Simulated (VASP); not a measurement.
# Sn: single point with PBEsol

Sn:

```xyz
2
Lattice="-1.8724 1.8724 1.8724 1.8724 -1.8724 1.8724 3.7448 3.7448 0.0000" Properties=species:S:1:pos:R:3 pbc="T T T"
Sn   -0.1768    0.1768    0.0000
Sn    2.0492    1.6956    1.8724
```

```
Program             : VASP 6.6.1
Task                : single point
Functional          : PBEsol
Potentials or basis : VASP PAW PBE potentials, release 64 (Sn_d)
Cutoff              : 520 eV
k mesh              : 20 × 20 × 12
Occupations         : gaussian, width 0.15 eV
Spin                : no spin polarisation
```

```json
{"Pressure": "-0.2 GPa", "Largest force": "0.017 eV/Å", "Band gap on the k mesh": "zero (bands 14 and 15 overlap by 6.61 eV)"}
```

Forces in eV/Å, atoms in the order of the input:
```
Sn   0.012 -0.012  0.000
Sn  -0.012  0.012  0.000
```

Stress tensor (GPa, compression positive):
```
-0.19 -0.08  0.00
-0.08 -0.19  0.00
 0.00  0.00 -0.14
```

Levels at points of the mesh, in eV from the Fermi level:
| k point | band 12 | band 13 | band 14 | band 15 | band 16 | band 17 |
| --- | --- | --- | --- | --- | --- | --- |
| (0.00, 0.00, 0.00) | -6.45 | -4.62 | 3.96 | 5.49 | 7.10 | 7.42 |
| (0.50, 0.00, 0.00) | -6.79 | -2.09 | -1.53 | -0.83 | 0.52 | 3.64 |
| (0.50, 0.50, 0.00) | -4.97 | -2.02 | -0.56 | -0.50 | -0.21 | 2.87 |
| (0.00, 0.00, 0.50) | -9.95 | 1.58 | 1.58 | 5.38 | 5.38 | 6.61 |
| (0.50, 0.00, 0.50) | -6.53 | -4.52 | -4.52 | 3.92 | 3.92 | 5.31 |
| (0.50, 0.50, 0.50) | -5.09 | -3.38 | -3.38 | 1.01 | 1.01 | 2.77 |

Wall time 4.1 min on 1 thread of Intel(R) Xeon(R) 6975P-C (Granite Rapids) (shared host), peak memory 0.69 GiB.

Caveat: the PAW data sets were made with another functional, which shifts forces and pressure a little; spin-orbit coupling is left out, which moves the levels of the heavy elements.
